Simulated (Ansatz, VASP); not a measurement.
## One calculation of Ga4Sb3P, two programs

Contents of POSCAR:

```
Ga4Sb3P
1.0
    5.8396171334      0.0000000000      0.0000000000
    0.0000000000      5.8396171334      0.0000000000
    0.0000000000      0.0000000000      5.8396171334
P Ga Sb
1 4 3
Direct
    0.0000000000      0.0000000000      0.0000000000
    0.7637174891      0.7637174891      0.7637174891
    0.2362825109      0.2362825109      0.7637174891
    0.2362825109      0.7637174891      0.2362825109
    0.7637174891      0.2362825109      0.2362825109
    0.5000000000      0.5000000000      0.0000000000
    0.5000000000      0.0000000000      0.5000000000
    0.0000000000      0.5000000000      0.5000000000
```

Contents of INCAR.step1:

```
ALGO = Normal
EDIFF = 1E-4
ENCUT = 520
GGA = PE
ISMEAR = -1
LASPH = True
LCHARG = False
LREAL = False
LWAVE = True
NBANDS = 46
NELM = 100
PREC = Accurate
SIGMA = 0.02
```

File INCAR.step2:

```
ALGO = Normal
EDIFF = 1E-6
ENCUT = 520
ISIF = 2
ISMEAR = -1
ISTART = 1
LASPH = True
LCHARG = False
LMIXTAU = True
LREAL = False
LWAVE = False
METAGGA = R2SCAN
NBANDS = 46
NELM = 100
PREC = Accurate
SIGMA = 0.02
```

File KPOINTS:

```
k-points
0
Gamma
  4 4 4
```

Input for Ansatz:

```yaml
crystal:
  lattice:
    - [5.8396171334, 0.0, 0.0]
    - [0.0, 5.8396171334, 0.0]
    - [0.0, 0.0, 5.8396171334]
  atoms:
    - { symbol: P, position: [0.0, 0.0, 0.0] }
    - { symbol: Ga, position: [0.7637174891, 0.7637174891, 0.7637174891] }
    - { symbol: Sb, position: [0.5, 0.5, 0.0] }
    - { symbol: Ga, position: [0.2362825109, 0.2362825109, 0.7637174891] }
    - { symbol: Sb, position: [0.5, 0.0, 0.5] }
    - { symbol: Ga, position: [0.2362825109, 0.7637174891, 0.2362825109] }
    - { symbol: Sb, position: [0.0, 0.5, 0.5] }
    - { symbol: Ga, position: [0.7637174891, 0.2362825109, 0.2362825109] }
kpoints:
  mp_grid: { grid: [4, 4, 4] }
hamiltonian:
  xc: r2scan
scf:
  occupations: { method: fermi_dirac, width: 0.02 }
  n_extra_bands: 6
output:
  forces: true
  stress: true
  eigenvalues: true
```

Alike in both runs: task single point; functional r2SCAN; k mesh 4 × 4 × 4; occupations fermi-dirac, width 0.02 eV; no spin polarisation.

|  | VASP | Ansatz |
| --- | --- | --- |
| version | VASP 6.6.1 | Ansatz 0.2.0 |
| potentials or method | VASP PAW PBE potentials, release 64 (P, Ga_d, Sb) | plane waves, PAW |
| plane-wave cutoff (eV) | 520 | 500 |
| valence electrons in the cell | 72 | 102 |

|  | VASP | Ansatz | Ansatz less VASP |
| --- | --- | --- | --- |
| pressure (GPa) | 4.4 | 4.3 | -0.10 |
| rms of the force components (eV/Å) | 0.028 | 0.028 | +0.0001 |

VASP's potentials were made for PBE, not for r2SCAN. VASP's potentials hold 72 valence electrons a cell and Ansatz's 102, so a difference there can come from the potentials and not from the codes.

Neither program's run includes spin-orbit coupling.
